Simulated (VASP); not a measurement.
CaBiCl3, 5 atoms in the cell. It takes space group Pm-3m (No. 221, cubic). The conventional cell has a = 5.060 Å, b = 5.060 Å, c = 5.060 Å, α = 90.00°, β = 90.00°, γ = 90.00°. Ca (site symmetry m-3m) has 12 Cl at 3.58 Å and 8 Bi at 4.38 Å within 4.7 Å. Within 3.3 Å of Bi (site symmetry m-3m) lie 6 Cl at 2.53 Å. Cl (site symmetry 4/mmm) has 2 Bi at 2.53 Å within 3.3 Å. 

```yaml
Program: VASP 6.6.1
Task: relaxation of cell and atoms
Functional: PBE
Potentials_or_basis: VASP PAW PBE potentials, release 64 (Ca_sv, Bi_d, Cl)
Cutoff: 600 eV
k_mesh: 4 × 4 × 4
Occupations: gaussian, width 0.1 eV
Spin: no spin polarisation
Dipole_correction: no
Further_INCAR_settings: ALGO = Normal; EDIFF = 1e-06; IBRION = 2; EDIFFG = -0.04; NSW = 90; ISIF = 3
```

Potentials or basis: VASP PAW PBE potentials, release 64 (Ca_sv, Bi_d, Cl).

Launch:

```sh
$ cat potpaw_PBE.64/Ca_sv/POTCAR potpaw_PBE.64/Bi_d/POTCAR potpaw_PBE.64/Cl/POTCAR > POTCAR
$ mpirun -np 1 vasp_std > vasp.out
```

Hardware: 1 thread of Intel(R) Xeon(R) 6975P-C (Granite Rapids), on a shared host.

Q: How long does it take, and how much memory?

A: Run time: 86 s on 1 thread of Intel(R) Xeon(R) 6975P-C (Granite Rapids), on a shared host, peak memory 0.27 GiB. Counts: scf iterations 45, k points 10, ion steps 4.
